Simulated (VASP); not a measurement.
Write the native input for VASP 6.6.1 that does the following.

```
Task                   : single point
Functional             : PBE
Potentials or basis    : VASP PAW PBE potentials, release 64 (Ga_d, N)
Cutoff                 : 520 eV
k mesh                 : 8 × 6 × 6
Occupations            : gaussian, width 0.05 eV
Spin                   : no spin polarisation
Dipole correction      : no
Further INCAR settings : ALGO = Normal; EDIFF = 1e-06; NBANDS = 46
```

The structure of GaN lies in POSCAR:

```
GaN
1.0
   -3.2185392732      0.0000000000      0.0000000000
    0.0000000000      0.0000000000     -5.2433778863
    0.0000000001     -5.5746735474      0.0000000000
Ga N
4 4
Direct
    0.5000000000      0.0003847996      0.1747095124
    0.0000000000     -0.0061676283      0.6586293700
    0.0000000000      0.4938323717      0.3413706300
    0.5000000000      0.5003847996      0.8252904876
    0.5000000000      0.6414050356      0.1680433859
    0.0000000000      0.6442487105      0.6653251173
    0.0000000000      0.1442487105      0.3346748827
    0.5000000000      0.1414050356      0.8319566141
```

This cell differs from its parent crystal: mode 11 frozen in at -0.048 Å and mode 13 at -0.098 Å (largest displacements).

These files were run (other wordings do the same):

INCAR

```
SYSTEM = GaN
ALGO = Normal
EDIFF = 1E-6
ENCUT = 520
GGA = PE
ISIF = 2
ISMEAR = 0
LASPH = .TRUE.
LCHARG = .FALSE.
LREAL = .FALSE.
LWAVE = .FALSE.
NBANDS = 46
NELM = 100
PREC = Accurate
SIGMA = 0.05
```

KPOINTS

```
k-points
0
G
  8 6 6
  0 0 0
```

Potentials or basis: VASP PAW PBE potentials, release 64 (Ga_d, N).

The run is started by

```console
$ cat potpaw_PBE.64/Ga_d/POTCAR potpaw_PBE.64/N/POTCAR > POTCAR
$ mpirun -np 1 vasp_std > vasp.out
```

Results of the run:

| Quantity | Value |
| --- | --- |
| Pressure | 1.7 GPa |
| Largest force | 2.459 eV/Å |
| Band gap on the k mesh | 1.53 eV |

Caveat: the cell differs from its parent crystal (mode 11 frozen in at -0.048 Å and mode 13 at -0.098 Å (largest displacements)); forces of over 1 eV/Å act on the atoms, so gaps and moduli don't describe the material at rest.

Run time: 2.9 min on 1 thread of Intel(R) Xeon(R) 6975P-C (Granite Rapids), on a shared host, peak memory 0.37 GiB.
